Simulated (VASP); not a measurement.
Crystal: Si.

```
CELL_PARAMETERS angstrom
3.80230 0.00000 0.00000
0.00000 3.80230 0.00000
0.00000 0.00000 3.39906
ATOMIC_POSITIONS crystal
Si 0.00000 0.50000 0.00000
Si 0.50000 0.00000 0.00000
Si 0.00000 0.00000 0.50000
```

The cell was generated, and may not be a known phase.

* Program: VASP 6.6.1
* Task: relaxation of cell and atoms
* Functional: PBE
* Potentials or basis: VASP PAW PBE potentials, release 64 (Si)
* Cutoff: 600 eV
* k mesh: 12 × 12 × 14
* Occupations: gaussian, width 0.1 eV
* Spin: no spin polarisation

At the start: pressure 0.3 GPa; volume 16.38 Å³/atom.

Question: How do energy, volume and symmetry change on relaxing?

Answer: Over 7 steps the energy falls by 6.3 meV/atom and the volume is 16.43 Å³/atom (+0.3 %); space group P4/mmm (No. 123, to 0.1 Å) before and after.

The path:
```csv
step,energy change (eV),largest force (eV/Å),pressure (GPa),volume (Å³)
1,0.0000,0.0000,0.34,49.14
2,-0.0154,0.0000,-0.19,49.38
3,-0.0178,0.0000,-0.36,49.48
4,-0.0177,0.0000,-0.66,49.67
5,-0.0184,0.0000,-0.47,49.57
6,-0.0188,0.0000,0.18,49.18
7,-0.0188,0.0000,0.02,49.28
```

Final structure:
```
CELL_PARAMETERS angstrom
3.74744 0.00000 0.00000
0.00000 3.74744 0.00000
0.00000 0.00000 3.50901
ATOMIC_POSITIONS crystal
Si 0.00000 0.50000 0.00000
Si 0.50000 0.00000 0.00000
Si 0.00000 0.00000 0.50000
```
